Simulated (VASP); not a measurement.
# CdB15N15 (a cell with a defect) in VASP: notebook

The runs below take CdB15N15 (a cell with a defect) through single point, with PBE.

All numbers are computed with VASP 6.6.1; they aren't measurements. Logs are shortened: lines on timing, memory, paths and dates and some standing lists are left out, and cuts for length are marked.

### Step 1. The cell of the first run

The cell holds a defect, 31 atoms: a = 6.277 Å, b = 6.277 Å, c = 6.277 Å, α = 109.47°, β = 109.47°, γ = 109.47°.

### Step 2. Single point, PBE

INCAR reads:

```
PREC     = Accurate       # precision mode
ENCUT    = 520            # plane-wave cutoff, eV
EDIFF    = 1E-6           # SCF threshold, eV
ISMEAR   = -1             # smearing method
SIGMA    = 0.01           # smearing width, eV
LREAL    = Auto         
LASPH    = True           # aspherical terms in the spheres
NELM     = 120            # most SCF steps
ALGO     = Normal         # electronic algorithm
ISIF     = 2              # what is computed and relaxed
LWAVE    = False          # write WAVECAR
LCHARG   = False          # write CHGCAR
GGA      = PE             # functional
NELECT   = 130.0        
NBANDS   = 87             # bands
GGA_COMPAT= False
```

KPOINTS reads:

```
Automatic mesh
0
Gamma
  1 1 1
  0.25 0.25 0.25
```

POSCAR reads:

```
CdB15N15
1.0
   -3.6241103844      3.6241103844     -3.6241103844
    3.6241103844      3.6241103844      3.6241103844
    3.6241103844     -3.6241103844     -3.6241103844
B Cd N
15 1 15
Direct
   -0.0024069633     -0.0015671270     -0.0293085998
    0.0012632484      0.2548035170      0.7548172512
    0.0011028264      0.5048663826      0.5045355042
   -0.0024340141      0.7209138025      0.2481162157
    0.2543332425      0.0018421013      0.7549654257
    0.2542522457      0.5053450917      0.2516076086
    0.2503501825      0.7506951170      0.0003697097
    0.5047117385      0.0020448867      0.5048690121
    0.5045221678      0.2551236672      0.2516422202
    0.5036539174      0.5043186987      0.0040998185
    0.5037475099      0.7543327517      0.7540340743
    0.7205936151     -0.0017292084      0.2480441633
    0.7498571369      0.2509108633      0.0003931362
    0.7538121046      0.5045148731      0.7543602812
    0.7498883174      0.7506067698      0.5006727363
    0.1376002857      0.1379571546      0.3877000003
    0.0001251323      0.2533949143      0.0041760962
    0.0062963971      0.5037728055      0.7535414664
    0.0002470420      0.7542787452      0.5031353324
    0.2527765939      0.0008883462      0.0041764056
    0.2543531679      0.2548652673      0.7865047411
    0.2544117778      0.5368011090      0.5045030169
    0.2526636968      0.7546678707      0.2504908700
    0.5031908473      0.0067594096      0.7536493462
    0.5366340515      0.2552826078      0.5050897846
    0.5031256356      0.5039561175      0.2565054176
    0.5020710079      0.7520327252      0.0017526760
    0.7538722251      0.0008680685      0.5031722284
    0.7536757082      0.2534607433      0.2507262834
    0.7514647601      0.5027122275      0.0019190627
    0.7515071669      0.7521560224      0.7525193483
```

Potentials or basis: VASP PAW PBE potentials, release 64 (B, Cd, N).

Run with:

```sh
> cat potpaw_PBE.64/B/POTCAR potpaw_PBE.64/Cd/POTCAR potpaw_PBE.64/N/POTCAR > POTCAR
> mpirun -np 1 vasp_std > vasp.out
```

OUTCAR:

```text
PREC = Accurate
   ENCUT = 520
   EDIFF = 1E-6
   ISMEAR = -1
   LREAL = Auto
   LASPH = True
   NELM = 120
   ISIF = 2
   GGA = PE
   NELECT = 130.0

 ion  position               nearest neighbor table
   1  0.998  0.998  0.971-  31 1.50  17 1.54  20 1.54  16 2.19
   2  0.001  0.255  0.755-  21 1.53  18 1.56  17 1.57  28 1.58  16 2.68
   3  0.001  0.505  0.505-  22 1.53  18 1.55  19 1.57  29 1.58  16 2.68
   4  0.998  0.721  0.248-  30 1.50  19 1.54  23 1.54  16 2.19
   5  0.254  0.002  0.755-  21 1.53  24 1.55  20 1.57  19 1.58  16 2.68
   6  0.254  0.505  0.252-  22 1.53  26 1.56  23 1.57  17 1.58  16 2.68
   7  0.250  0.751  0.000-  18 1.54  23 1.56  20 1.56  27 1.57
   8  0.505  0.002  0.505-  25 1.53  24 1.56  28 1.57  23 1.58  16 2.68
   9  0.505  0.255  0.252-  25 1.54  26 1.56  29 1.57  20 1.58  16 2.68
  10  0.504  0.504  0.004-  21 1.51  27 1.56  30 1.56  26 1.59
  11  0.504  0.754  0.754-  22 1.51  31 1.56  27 1.56  24 1.59
  12  0.721  0.998  0.248-  27 1.50  28 1.54  29 1.54  16 2.19
  13  0.750  0.251  0.000-  24 1.54  17 1.56  29 1.56  30 1.57
  14  0.754  0.505  0.754-  25 1.51  30 1.56  31 1.56  18 1.59
  15  0.750  0.751  0.501-  26 1.54  28 1.56  19 1.56  31 1.57
  16  0.138  0.138  0.388-  21 2.13  22 2.13  25 2.13   1 2.19   4 2.19  12 2.19   9 2.68   8 2.68
                             3 2.68   5 2.68   2 2.68   6 2.68  23 2.69  20 2.69  17 2.69  19 2.70
  17  0.000  0.253  0.004-   1 1.54  13 1.56   2 1.57   6 1.58  16 2.69
  18  0.006  0.504  0.754-   7 1.54   3 1.55   2 1.56  14 1.59
  19  0.000  0.754  0.503-   4 1.54  15 1.56   3 1.57   5 1.58  16 2.70
  20  0.253  0.001  0.004-   1 1.54   7 1.56   5 1.57   9 1.58  16 2.69
  21  0.254  0.255  0.787-  10 1.51   5 1.53   2 1.53  16 2.13
  22  0.254  0.537  0.505-  11 1.51   6 1.53   3 1.53  16 2.13
  23  0.253  0.755  0.250-   4 1.54   7 1.56   6 1.57   8 1.58  16 2.69
  24  0.503  0.007  0.754-  13 1.54   5 1.55   8 1.56  11 1.59
  25  0.537  0.255  0.505-  14 1.51   8 1.53   9 1.54  16 2.13
  26  0.503  0.504  0.257-  15 1.54   9 1.56   6 1.56  10 1.59
  27  0.502  0.752  0.002-  12 1.50  10 1.56  11 1.56   7 1.57
  28  0.754  0.001  0.503-  12 1.54  15 1.56   8 1.57   2 1.58  16 2.70
  29  0.754  0.253  0.251-  12 1.54  13 1.56   9 1.57   3 1.58  16 2.70
  30  0.751  0.503  0.002-   4 1.50  14 1.56  10 1.56  13 1.57
  31  0.752  0.752  0.753-   1 1.50  11 1.56  14 1.56  15 1.57

  LATTYP: Found a body centered cubic cell.
 ALAT       =     7.2482207688

  Lattice vectors:

 A1 = (  -3.6241103844,   3.6241103844,  -3.6241103844)
 A2 = (   3.6241103844,   3.6241103844,   3.6241103844)
 A3 = (   3.6241103844,  -3.6241103844,  -3.6241103844)

Analysis of symmetry for initial positions (statically):
=====================================================================
[... 166 lines left out ...]
   POTIM  = 0.5000    time-step for ionic-motion
   TEBEG  =    0.0;   TEEND  =   0.0 temperature during run
   PSTRESS=    0.0 pullay stress
   NELECT =     130.0000    total number of electrons
   NUPDOWN=      -1.0000    fix difference up-down
   EMIN   =  10.00;   EMAX   =-10.00  energy-range for DOS
   EFERMI =   0.00;   METHOD = LEGACY
   ISMEAR =    -1;   SIGMA  =   0.01  broadening in eV -4-tet -1-fermi 0-gaus
   EFERMI_NEDOS =   21; number of points for ismear=-14 and -15
   IALGO  =     38    algorithm
   IMIX   =      4    mixing-type and parameters
     AMIX     =   0.40;   BMIX     =  1.00
     AMIX_MAG =   1.60;   BMIX_MAG =  1.00
  volume/ion in A,a.u.               =       6.14        41.45
  Fermi-wavevector in a.u.,A,eV,Ry     =   1.441566  2.724165 28.274438  2.078113
  Thomas-Fermi vector in A             =   2.560184
   LORBIT       =      0    0 simple, 1 ext, 2 COOP (PROOUT), +10 PAW based schemes
   GGA     = PE    functional components
   LHFCALC =     F    Hartree Fock is set to
   AEXX    =    0.0000 exact exchange contribution
   IVDW    =     0    specifies the selected vdW correction
   LEPSILON=     F    determine dielectric tensor
   LRPA    =     F    only Hartree local field effects (RPA)
 non-spin polarized calculation
  energy-cutoff  :      520.00
  volume of cell :      190.40
 maximum number of plane-waves:      5072
 NGX is ok and might be reduce to    48
   NGX = 23   NGY = 23   NGZ = 23

 number of electron     130.0000005 magnetization

 Free energy of the ion-electron system (eV)
  ---------------------------------------------------
  ext. energy  EPLUGINS =         0.00000000
  ---------------------------------------------------
  free energy    TOTEN  =      -268.69057657 eV

  energy without entropy =     -268.66288595  energy(sigma->0) =     -268.67673126

 E-fermi :   7.0828     XC(G=0): -12.8049

 val. band max:        7.0819323685   @ k =   0.2500   0.2500   0.2500
 cond. band min:       7.0836126315   @ k =   0.2500   0.2500   0.2500
 fundamental gap:      0.0016802629
 Fermi energy:         7.0827725000

 k-point     1 :       0.2500    0.2500    0.2500
  band No.  band energies     occupation
      1     -11.6994      2.00000
      2     -11.6989      2.00000
      3     -11.4994      2.00000
      4     -10.9023      2.00000
      5      -8.7089      2.00000
      6      -8.7070      2.00000
[... 69 lines left out ...]
     76      15.2784      0.00000
     77      15.2796      0.00000
 [bands above 77 left out]

------------------------ aborting loop because EDIFF is reached ----------------------------------------

  FORCE on cell =-STRESS in cart. coord.  units (eV):
  Direction    XX          YY          ZZ          XY          YZ          ZX
  --------------------------------------------------------------------------------------
  -------------------------------------------------------------------------------------
  Total       -2.8792785     -2.6594115     -2.6682854     -2.1025432      2.2238634      2.0918810
  in kB      -24.2286948    -22.3785467    -22.4532191    -17.6925842     18.7134755     17.6028629
  external PRESSURE =     -23.0201535 kB  Pullay stress =       0.0000000 kB

 VOLUME and BASIS-vectors are now :
 -----------------------------------------------------------------------------
  energy-cutoff  :      520.00
  volume of cell :      190.40
      direct lattice vectors                 reciprocal lattice vectors
    -3.624110384  3.624110384 -3.624110384     0.000000000  0.137964893 -0.137964893
     3.624110384  3.624110384  3.624110384     0.137964893  0.137964893  0.000000000
     3.624110384 -3.624110384 -3.624110384     0.137964893  0.000000000 -0.137964893

 POSITION                                       TOTAL-FORCE (eV/Angst)
 -----------------------------------------------------------------------------------
      3.52094      3.71593     -3.51485        -0.021113      0.005471      0.011242
      3.65440     -1.80753     -1.81668         0.027842      0.001915      0.005717
      3.65419      0.00520     -0.00280         0.028303      0.005190     -0.005365
     -0.10342      5.32876     -1.90182        -0.017298     -0.011484     -0.006900
      1.82102     -1.80767     -3.65113        -0.015558     -0.007729     -0.004934
      1.82184      1.84101     -0.00187        -0.011267      0.009136      0.004090
[... 23 lines left out ...]
     -0.89455      4.53832     -0.90846        -0.003862     -0.002829      0.005641
      2.72956      2.72223     -2.72486        -0.008015     -0.001176      0.003236
 -----------------------------------------------------------------------------------
    total drift:                               -0.022366     -0.011564      0.011532

  FREE ENERGIE OF THE ION-ELECTRON SYSTEM (eV)
  ---------------------------------------------------
  free  energy   TOTEN  =      -268.6905765739 eV

  energy  without entropy=     -268.6628859466  energy(sigma->0) =     -268.67673126
```

OSZICAR:

```text
N       E                     dE             d eps       ncg     rms          rms(c)
DAV:   1     0.666285361582E+03    0.66629E+03   -0.69212E+04   174   0.148E+03
DAV:   2    -0.231219350134E+03   -0.89750E+03   -0.85652E+03   205   0.358E+02
DAV:   3    -0.284987957494E+03   -0.53769E+02   -0.53249E+02   212   0.904E+01
[... 15 lines left out ...]
DAV:  19    -0.268690572922E+03    0.38071E-04   -0.56911E-04   204   0.328E-02    0.399E-02
DAV:  20    -0.268690576390E+03   -0.34682E-05   -0.37829E-05   196   0.143E-02    0.772E-03
DAV:  21    -0.268690578084E+03   -0.16936E-05   -0.20825E-05   116   0.551E-03    0.316E-02
DAV:  22    -0.268690576411E+03    0.16728E-05   -0.15634E-05   108   0.430E-03    0.832E-03
DAV:  23    -0.268690576574E+03   -0.16323E-06   -0.14865E-06   108   0.207E-03
   1 F= -.26869058E+03 E0= -.26867673E+03  d E =-.276906E-01
```

Wall time 2.8 min (1 thread of Intel Xeon 8259CL, shared host); peak memory 0.32 GiB.

What came out:

```yaml
Free_energy: -268.6906 eV
Largest_force: 0.120 eV/Å
```

Forces on the atoms (eV/Å):
```
B   -0.021  0.005  0.011
B    0.028  0.002  0.006
B    0.028  0.005 -0.005
B   -0.017 -0.011 -0.007
B   -0.016 -0.008 -0.005
B   -0.011  0.009  0.004
B   -0.016 -0.001  0.000
B   -0.004 -0.010 -0.003
B    0.000  0.004  0.002
B    0.005  0.002  0.009
B    0.006 -0.006  0.006
B    0.003 -0.020  0.023
B   -0.003  0.008  0.005
B   -0.005  0.009 -0.004
B   -0.004 -0.003 -0.010
Cd  -0.058 -0.067  0.068
N   -0.009  0.012  0.007
N    0.005 -0.008  0.006
N   -0.002 -0.010 -0.008
N    0.002  0.013  0.013
N    0.087 -0.026 -0.078
N    0.091  0.070  0.024
N   -0.005 -0.012 -0.028
N   -0.013  0.000  0.005
N   -0.042  0.074 -0.069
N   -0.013 -0.005  0.000
N    0.005  0.001 -0.004
N    0.000 -0.016  0.009
N   -0.011 -0.006  0.014
N   -0.004 -0.003  0.006
N   -0.008 -0.001  0.003
```

Levels at points of the mesh, in eV from the Fermi level:
```csv
k point,band 61,band 62,band 63,band 64,band 65,band 66,band 67,band 68,band 69,band 70
"(0.25, 0.25, 0.25)",-1.31,-1.31,-1.23,-0.30,0.00,0.00,4.57,4.57,7.16,7.53
```

Caveat: the k points lie up to 1.23 Å⁻¹ apart; the cell carries a net charge on a neutralising background, which shifts energy and pressure; the cell is charged against a uniform background, so pressure and absolute levels hang on convention.

(Part 1 of 2 ends here.)
